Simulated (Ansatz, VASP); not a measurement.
## Au in VASP and in Ansatz

INCAR

```
  PREC = Accurate
  ENCUT = 500
  EDIFF = 1E-6
  ISMEAR = 0
  SIGMA = 0.15
  LREAL = F
  LASPH = T
  NELM = 120
  ALGO = Normal
  ISIF = 2
  LWAVE = F
  LCHARG = F
  GGA = PE
  NBANDS = 18
  GGA_COMPAT = F
```

Contents of KPOINTS:

```
Automatic mesh
0
Gamma
  18 18 10
```

POSCAR

```
Au
1.0
    2.9169619367      0.0000000000      0.0000000000
   -1.4584809683      2.5261631390      0.0000000000
    0.0000000000      0.0000000000      4.8900308251
Au
2
Direct
    0.3445236794      0.8337184273      0.7500000000
    0.6554763206      0.1662815727      0.2500000000
```

Input for Ansatz:

```yaml
crystal:
  lattice:
    - [2.9169619367, 0.0, 0.0]
    - [-1.4584809683, 2.526163139, 0.0]
    - [0.0, 0.0, 4.8900308251]
  atoms:
    - { symbol: Au, position: [0.3445236794, 0.8337184273, 0.75] }
    - { symbol: Au, position: [0.6554763206, 0.1662815727, 0.25] }
basis:
  ecutwfc: 420
kpoints:
  mp_grid: { grid: [18, 18, 10] }
hamiltonian:
  xc: pbe
scf:
  occupations: { method: gaussian, width: 0.15 }
output:
  forces: true
  stress: true
  eigenvalues: true
```

Change from the starting cell: mode 4 frozen in at -0.211 Å and mode 5 at +0.422 Å (largest displacements).

Alike in both runs: task single point; functional PBE; k mesh 18 × 18 × 10; occupations gaussian, width 0.15 eV; no spin polarisation.

|  | VASP | Ansatz |
| --- | --- | --- |
| version | VASP 6.6.1 | Ansatz 0.2.0 |
| potentials or method | VASP PAW PBE potentials, release 64 (Au), cutoff 500 eV | scalar-relativistic, plane waves, PAW |
| valence electrons in the cell | 22 | 38 |

Ansatz gave:

| Quantity | Value |
| --- | --- |
| gap on the k mesh at the Fermi level (eV) | none |
| pressure (GPa) | 6.5 |
| traceless stress, the component that is largest in VASP (GPa) | 13.17 |
| rms of the force components (eV/Å) | 0.501 |

Task: Estimate VASP's values.

Result: gap on the k mesh at the Fermi level (eV): none; pressure (GPa): 6.3; traceless stress, the component that is largest in VASP (GPa): 13.08; rms of the force components (eV/Å): 0.498.

Atom by atom the forces differ by 0.003 eV/Å (rms over components). A gap of «none» marks a metal or a gap that the smearing closes. With one functional, cell and mesh, what is left measures potentials, basis and numerics. VASP's potentials hold 22 valence electrons a cell and Ansatz's 38, so a difference there can come from the potentials and not from the codes.

Neither program's run includes spin-orbit coupling.
